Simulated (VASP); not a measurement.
# C (P-1) in VASP: a series of runs

Runs on C. Level: PBE. Tasks: single point.

Program: VASP 6.6.1. These are calculated values, not measurements. Logs are shortened: lines on timing, memory, paths and dates and some standing lists are left out, and cuts for length are marked.

## (1) The cell of the first run

The typed cell holds 2 atoms: a = 2.558 Å, b = 2.583 Å, c = 2.552 Å, α = 60.12°, β = 59.54°, γ = 57.57°.

## (2) Single point, PBE

File INCAR:

```
PREC = Accurate
ENCUT = 520
EDIFF = 1E-7
ISMEAR = 0
SIGMA = 0.01
LREAL = F
LASPH = T
NELM = 60
ALGO = Normal
ISIF = 2
LWAVE = F
LCHARG = F
GGA = PE
NBANDS = 11
```

File KPOINTS:

```
Automatic mesh
0
Gamma
  6 6 6
```

File POSCAR:

```
C
1.0
    0.0432300000      1.7757900000      1.8406100000
    1.7902000000      0.0218200000      1.8620200000
    1.8008200000      1.8078200000      0.0112000000
C
2
Direct
    0.9890900000      0.0144100000      0.9995700000
    0.2429700000      0.2311100000      0.2736800000
```

Potentials or basis: VASP PAW PBE potentials, release 64 (C).

Launch:

```bash
$ cat potpaw_PBE.64/C/POTCAR > POTCAR
$ mpirun -np 1 vasp_std > vasp.out
```

OUTCAR:

```text
PREC = Accurate
   ENCUT = 520
   EDIFF = 1E-7
   ISMEAR = 0
   LREAL = F
   LASPH = T
   NELM = 60
   ISIF = 2
   GGA = PE

 ion  position               nearest neighbor table
   1  0.989  0.014  1.000-   2 1.52   2 1.53   2 1.57   2 1.63
   2  0.243  0.231  0.274-   1 1.52   1 1.53   1 1.57   1 1.63

  Warning from LATTYP: Got some problem with cell dimensions!
  Tried to take original basis but could not verify dimensions!
  LATTYP: Found a triclinic cell.
 ALAT       =     2.5579570225
 B/A-ratio  =     0.9975629663
 C/A-ratio  =     0.9678176462
 COS(alpha) =     0.0039010924
 COS(beta)  =     0.4737023432
 COS(gamma) =     0.5069208600

  Lattice vectors:

 A1 = (   0.0432300000,   1.7757900000,   1.8406100000)
 A2 = (   1.8008200000,   1.8078200000,   0.0112000000)
 A3 = (  -1.7469700000,   1.7539700000,  -0.0214100000)

Analysis of symmetry for initial positions (statically):
=====================================================================
 Subroutine PRICEL returns:
 Original cell was already a primitive cell.

 Routine SETGRP: Setting up the symmetry group for a
 triclinic supercell.

 Subroutine GETGRP returns: Found  2 space group operations
 (whereof  1 operations were pure point group operations)
 out of a pool of  2 trial point group operations.

The static configuration has the point symmetry C_1 .
 The point group associated with its full space group is S_2 .

Analysis of symmetry for dynamics (positions and initial velocities):
=====================================================================
 Subroutine PRICEL returns:
 Original cell was already a primitive cell.

 Routine SETGRP: Setting up the symmetry group for a
 triclinic supercell.

 Subroutine GETGRP returns: Found  2 space group operations
 (whereof  1 operations were pure point group operations)
 out of a pool of  2 trial point group operations.

The dynamic configuration has the point symmetry C_1 .
 The point group associated with its full space group is S_2 .

 Subroutine INISYM returns: Found  2 space group operations
 (whereof  1 operations are pure point group operations),
 and found     1 'primitive' translations

----------------------------------------------------------------------------------------

                                     Primitive cell

  volume of cell :      11.6579

  direct lattice vectors                    reciprocal lattice vectors
     0.043230000  1.775790000  1.840610000    -0.288725978  0.285909016  0.274239112
     1.790200000  0.021820000  1.862020000     0.283720819 -0.284280128  0.267605065
     1.800820000  1.807820000  0.011200000     0.280186034  0.275740184 -0.272610224

  length of vectors
     2.557957023  2.583100972  2.551723195     0.490218060  0.482623212  0.478386034

  position of ions in fractional coordinates (direct lattice)
     0.989090000  0.014410000  0.999570000
     0.242970000  0.231110000  0.273680000

  ion indices of the primitive-cell ions
   primitive index   ion index
                 1           1
                 2           2

----------------------------------------------------------------------------------------

 KPOINTS: Automatic mesh

Automatic generation of k-mesh.
 Grid dimensions read from file:
 generate k-points for:    6    6    6

 Generating k-lattice:

  Cartesian coordinates                     Fractional coordinates (reciprocal lattice)
    -0.048120996  0.047651503  0.045706519     0.166666667  0.000000000  0.000000000
     0.047286803 -0.047380021  0.044600844     0.000000000  0.166666667  0.000000000
     0.046697672  0.045956697 -0.045435037     0.000000000  0.000000000  0.166666667

  Length of vectors
     0.081703010  0.080437202  0.079731006

  Shift w.r.t. Gamma in fractional coordinates (k-lattice)
     0.000000000  0.000000000  0.000000000

 Subroutine IBZKPT returns following result:
 ===========================================

 Found    112 irreducible k-points:

 Following reciprocal coordinates:
            Coordinates               Weight
  0.000000  0.000000  0.000000      1.000000
  0.166667  0.000000 -0.000000      2.000000
  0.333333 -0.000000 -0.000000      2.000000
  0.500000  0.000000 -0.000000      1.000000
  0.000000  0.166667  0.000000      2.000000
  0.166667  0.166667 -0.000000      2.000000
[... 16 lines left out ...]
  0.333333 -0.000000  0.166667      2.000000
  0.500000 -0.000000  0.166667      2.000000
 [... further k-points ...]
   k-points           NKPTS =    112   k-points in BZ     NKDIM =    112   number of bands    NBANDS=     11
   number of dos      NEDOS =    301   number of ions     NIONS =      2
   total plane-waves  NPLWV =   8000
   dimension x,y,z NGX =    20 NGY =   20 NGZ =   20
   dimension x,y,z NGXF=    40 NGYF=   40 NGZF=   40
   ions per type =               2
   NGX,Y,Z   is equivalent  to a cutoff of  13.00, 12.87, 13.03 a.u.
   NGXF,Y,Z  is equivalent  to a cutoff of  26.00, 25.74, 26.06 a.u.
 SYSTEM =  unknown system
   PREC   = accura    normal or accurate (medium, high low for compatibility)
   ISTART =      0    job   : 0-new  1-cont  2-samecut
   ICHARG =      2    charge: 1-file 2-atom 10-const
   ISPIN  =      1    spin polarized calculation?
   LNONCOLLINEAR =      F non collinear calculations
   LSORBIT =      F    spin-orbit coupling
   LASPH  =      T    aspherical Exc in radial PAW
   ENCUT  =  520.0 eV  38.22 Ry    6.18 a.u.   4.76  4.80  4.74*2*pi/ulx,y,z
   NELM   =     60;   NELMIN=  2; NELMDL= -5     # of ELM steps
   EDIFF  = 0.1E-06   stopping-criterion for ELM
   LREAL  =      F    real-space projection
   EDIFFG = 0.1E-05   stopping-criterion for IOM
   NSW    =      0    number of steps for IOM
   IBRION =     -1    ionic relax: 0-MD 1-quasi-New 2-CG
   NFREE  =      0    steps in history (QN), initial steepest desc. (CG)
   ISIF   =      2    stress and relaxation
   ISYM   =      2    0-nonsym 1-usesym 2-fastsym
   POTIM  = 0.5000    time-step for ionic-motion
   TEBEG  =    0.0;   TEEND  =   0.0 temperature during run
   PSTRESS=    0.0 pullay stress
   NELECT =       8.0000    total number of electrons
   NUPDOWN=      -1.0000    fix difference up-down
   EMIN   =  10.00;   EMAX   =-10.00  energy-range for DOS
   EFERMI =   0.00;   METHOD = LEGACY
   ISMEAR =     0;   SIGMA  =   0.01  broadening in eV -4-tet -1-fermi 0-gaus
   EFERMI_NEDOS =   21; number of points for ismear=-14 and -15
   IALGO  =     38    algorithm
   IMIX   =      4    mixing-type and parameters
     AMIX     =   0.40;   BMIX     =  1.00
     AMIX_MAG =   1.60;   BMIX_MAG =  1.00
  volume/ion in A,a.u.               =       5.83        39.34
  Fermi-wavevector in a.u.,A,eV,Ry     =   1.443990  2.728745 28.369595  2.085106
  Thomas-Fermi vector in A             =   2.562335
   LORBIT       =      0    0 simple, 1 ext, 2 COOP (PROOUT), +10 PAW based schemes
   GGA     = PE    functional components
   LHFCALC =     F    Hartree Fock is set to
   AEXX    =    0.0000 exact exchange contribution
   IVDW    =     0    specifies the selected vdW correction
   LEPSILON=     F    determine dielectric tensor
   LRPA    =     F    only Hartree local field effects (RPA)
 non-spin polarized calculation
 Gauss-broadening in eV      SIGMA  =   0.01
  energy-cutoff  :      520.00
  volume of cell :       11.66
 maximum number of plane-waves:       324
   NGX =  9   NGY =  9   NGZ =  9

 number of electron       8.0000001 magnetization

 Free energy of the ion-electron system (eV)
  ---------------------------------------------------
  ext. energy  EPLUGINS =         0.00000000
  ---------------------------------------------------
  free energy    TOTEN  =       -18.01781482 eV

  energy without entropy =      -18.01781482  energy(sigma->0) =      -18.01781482

 E-fermi :  10.8379     XC(G=0): -13.1167

 val. band max:       10.7156090427   @ k =   0.0000   0.0000   0.0000
 cond. band min:      13.0249815701   @ k =   0.0000   0.3333   0.3333
 fundamental gap:      2.3093725274
 Fermi energy:        10.8378943538

 k-point     1 :       0.0000    0.0000    0.0000
  band No.  band energies     occupation
      1     -11.7807      2.00000
      2       8.3716      2.00000
      3       9.0173      2.00000
      4      10.7156      2.00000
      5      13.8665      0.00000
      6      14.8098      0.00000
      7      15.8629      0.00000
      8      22.0576      0.00000
      9      28.2877      0.00000
     10      34.4530      0.00000
     11      35.0840      0.00000

 k-point     2 :       0.1667    0.0000   -0.0000
  band No.  band energies     occupation
      1     -10.9981      2.00000
      2       5.7162      2.00000
      3       7.7499      2.00000
      4       8.9558      2.00000
      5      14.9917      0.00000
      6      16.2409      0.00000
      7      17.2763      0.00000
      8      22.8789      0.00000
      9      29.2254      0.00000
     10      31.1666      0.00000
     11      32.0539      0.00000

 k-point     3 :       0.3333   -0.0000   -0.0000
  band No.  band energies     occupation
      1      -8.6981      2.00000
      2       0.3391      2.00000
      3       6.4742      2.00000
      4       7.3845      2.00000
      5      15.6655      0.00000
      6      17.5388      0.00000
      7      18.6921      0.00000
      8      24.3210      0.00000
      9      29.6185      0.00000
     10      31.4911      0.00000
     11      32.5991      0.00000
[... 267 lines left out ...]
 k-point    23 :       0.3333   -0.0000    0.1667
  band No.  band energies     occupation
      1      -8.9427      2.00000
      2       2.4413      2.00000
      3       5.4093      2.00000
      4       5.8825      2.00000
      5      14.9165      0.00000
      6      19.2826      0.00000
      7      20.2582      0.00000
      8      20.6227      0.00000
      9      29.6908      0.00000
     10      31.3085      0.00000
     11      35.9762      0.00000

 k-point    24 :       0.5000   -0.0000    0.1667
  band No.  band energies     occupation
      1      -5.8542      2.00000
      2      -2.4139      2.00000
      3       4.0767      2.00000
      4       5.5551      2.00000
      5      15.8233      0.00000
      6      19.2009      0.00000
      7      20.3198      0.00000
      8      23.1146      0.00000
      9      29.5369      0.00000
     10      32.7052      0.00000
     11      35.7849      0.00000

 [... further k-points ...]

------------------------ aborting loop because EDIFF is reached ----------------------------------------

  FORCE on cell =-STRESS in cart. coord.  units (eV):
  Direction    XX          YY          ZZ          XY          YZ          ZX
  --------------------------------------------------------------------------------------
  -------------------------------------------------------------------------------------
  Total        0.4795644      0.2144288     -2.2530360     -1.2220100      0.1593892     -0.7328895
  in kB       65.9075782     29.4694136   -309.6396573   -167.9435028     21.9052095   -100.7226018
  external PRESSURE =     -71.4208885 kB  Pullay stress =       0.0000000 kB

 VOLUME and BASIS-vectors are now :
 -----------------------------------------------------------------------------
  energy-cutoff  :      520.00
  volume of cell :       11.66
      direct lattice vectors                 reciprocal lattice vectors
     0.043230000  1.775790000  1.840610000    -0.288725978  0.285909016  0.274239112
     1.790200000  0.021820000  1.862020000     0.283720819 -0.284280128  0.267605065
     1.800820000  1.807820000  0.011200000     0.280186034  0.275740184 -0.272610224

 POSITION                                       TOTAL-FORCE (eV/Angst)
 -----------------------------------------------------------------------------------
      1.86860      3.56377      1.85856        -0.356248      1.717836     -1.674521
      0.91709      0.93127      0.88061         0.356248     -1.717836      1.674521
 -----------------------------------------------------------------------------------
    total drift:                               -0.000002      0.000002      0.000002

  FREE ENERGIE OF THE ION-ELECTRON SYSTEM (eV)
  ---------------------------------------------------
  free  energy   TOTEN  =       -18.0178148162 eV

  energy  without entropy=      -18.0178148162  energy(sigma->0) =      -18.01781482
```

Run time: 5.4 s. Hardware: 1 thread of Intel Xeon 6975P-C (Granite Rapids), shared host; peak memory 0.12 GiB.

Results:

```yaml
Free_energy: -18.0178 eV
Pressure: -7.1 GPa
Largest_force: 2.425 eV/Å
Band_gap_on_the_k_mesh: 2.31 eV, indirect (least direct gap 3.15 eV)
```

Forces on the atoms (eV/Å):
```
C   -0.356  1.718 -1.675
C    0.356 -1.718  1.675
```

Caveat: the k points lie up to 0.51 Å⁻¹ apart; forces of over 1 eV/Å act on the atoms, so gaps and moduli don't describe the material at rest. A k mesh can miss the band edges.

## (3) Single point, PBE

File INCAR:

```
SYSTEM = C
  ALGO = Normal
  EDIFF = 1E-6
  ENCUT = 520
  GGA = PE
  ISIF = 2
  ISMEAR = 0
  LASPH = .TRUE.
  LCHARG = .FALSE.
  LREAL = .FALSE.
  LWAVE = .FALSE.
  NBANDS = 11
  NELM = 100
  PREC = Accurate
  SIGMA = 0.01
```

File KPOINTS:

```
k-points
0
G
  6 6 6
  0 0 0
```

Changes to POSCAR since step 2:

```diff
@@ -8,3 +8,3 @@
 Direct
-    0.9890900000      0.0144100000      0.9995700000
+    0.9876463701      0.0158286041      1.0009709302
     0.2429700000      0.2311100000      0.2736800000
```

Potentials or basis: VASP PAW PBE potentials, release 64 (C).

Launch:

```bash
$ cat potpaw_PBE.64/C/POTCAR > POTCAR
$ mpirun -np 1 vasp_std > vasp.out
```

OUTCAR:

```text
SYSTEM = C
   EDIFF = 1E-6
   ENCUT = 520
   GGA = PE
   ISIF = 2
   ISMEAR = 0
   LASPH = .TRUE.
   LREAL = .FALSE.
   NELM = 100
   PREC = Accurate

 ion  position               nearest neighbor table
   1  0.988  0.016  0.001-   2 1.52   2 1.53   2 1.57   2 1.63
   2  0.243  0.231  0.274-   1 1.52   1 1.53   1 1.57   1 1.63

  Warning from LATTYP: Got some problem with cell dimensions!
  Tried to take original basis but could not verify dimensions!
  LATTYP: Found a triclinic cell.
 ALAT       =     2.5579570225
 B/A-ratio  =     0.9975629663
 C/A-ratio  =     0.9678176462
 COS(alpha) =     0.0039010924
 COS(beta)  =     0.4737023432
 COS(gamma) =     0.5069208600

  Lattice vectors:

 A1 = (   0.0432300000,   1.7757900000,   1.8406100000)
 A2 = (   1.8008200000,   1.8078200000,   0.0112000000)
 A3 = (  -1.7469700000,   1.7539700000,  -0.0214100000)

Analysis of symmetry for initial positions (statically):
=====================================================================
 Subroutine PRICEL returns:
 Original cell was already a primitive cell.

 Routine SETGRP: Setting up the symmetry group for a
 triclinic supercell.

 Subroutine GETGRP returns: Found  2 space group operations
 (whereof  1 operations were pure point group operations)
[... 172 lines left out ...]

 k-point     1 :       0.0000    0.0000    0.0000
  band No.  band energies     occupation
      1     -11.7810      2.00000
      2       8.4048      2.00000
      3       8.9511      2.00000
      4      10.7510      2.00000
      5      13.8409      0.00000
      6      14.8359      0.00000
      7      15.8594      0.00000
      8      22.0604      0.00000
      9      28.2849      0.00000
     10      34.4527      0.00000
     11      35.0713      0.00000
[... 309 lines left out ...]
 k-point    24 :       0.5000   -0.0000    0.1667
  band No.  band energies     occupation
      1      -5.8506      2.00000
      2      -2.4316      2.00000
      3       4.0916      2.00000
      4       5.5552      2.00000
      5      15.7918      0.00000
      6      19.2682      0.00000
      7      20.3175      0.00000
      8      23.1221      0.00000
      9      29.4980      0.00000
     10      32.7033      0.00000
     11      35.7569      0.00000

 [... further k-points ...]
[... 5 lines left out ...]
  --------------------------------------------------------------------------------------
  -------------------------------------------------------------------------------------
  Total        0.4806646      0.2170200     -2.2457964     -1.2387006      0.1685238     -0.7304552
  in kB       66.0587879     29.8255262   -308.6447071   -170.2373344     23.1605917   -100.3880520
  external PRESSURE =     -70.9201310 kB  Pullay stress =       0.0000000 kB

 VOLUME and BASIS-vectors are now :
 -----------------------------------------------------------------------------
  energy-cutoff  :      520.00
  volume of cell :       11.66
      direct lattice vectors                 reciprocal lattice vectors
     0.043230000  1.775790000  1.840610000    -0.288725978  0.285909016  0.274239112
     1.790200000  0.021820000  1.862020000     0.283720819 -0.284280128  0.267605065
     1.800820000  1.807820000  0.011200000     0.280186034  0.275740184 -0.272610224

 POSITION                                       TOTAL-FORCE (eV/Angst)
 -----------------------------------------------------------------------------------
      0.07278      1.75595      1.84736        -0.535183      1.699455     -1.639130
      0.91709      0.93127      0.88061         0.535183     -1.699455      1.639130
 -----------------------------------------------------------------------------------
    total drift:                               -0.000001      0.000002      0.000002

  FREE ENERGIE OF THE ION-ELECTRON SYSTEM (eV)
  ---------------------------------------------------
  free  energy   TOTEN  =       -18.0155863118 eV

  energy  without entropy=      -18.0155863118  energy(sigma->0) =      -18.01558631
```

Run time: 5.2 s. Hardware: 1 thread of Intel Xeon 6975P-C (Granite Rapids), shared host; peak memory 0.12 GiB.

What came out:

```
Free energy            : -18.0156 eV
Pressure               : -7.1 GPa
Largest force          : 2.421 eV/Å
Band gap on the k mesh : 2.28 eV, indirect (least direct gap 3.09 eV)
```

Forces on the atoms (eV/Å):
```
C   -0.535  1.699 -1.639
C    0.535 -1.699  1.639
```

Stress tensor (GPa, compression positive):
```
  6.61 -17.02 -10.04
-17.02   2.98   2.32
-10.04   2.32 -30.86
```

Caveat: the k points lie up to 0.51 Å⁻¹ apart; forces of over 1 eV/Å act on the atoms, so gaps and moduli don't describe the material at rest.

(Continued in part 2 of 2.)
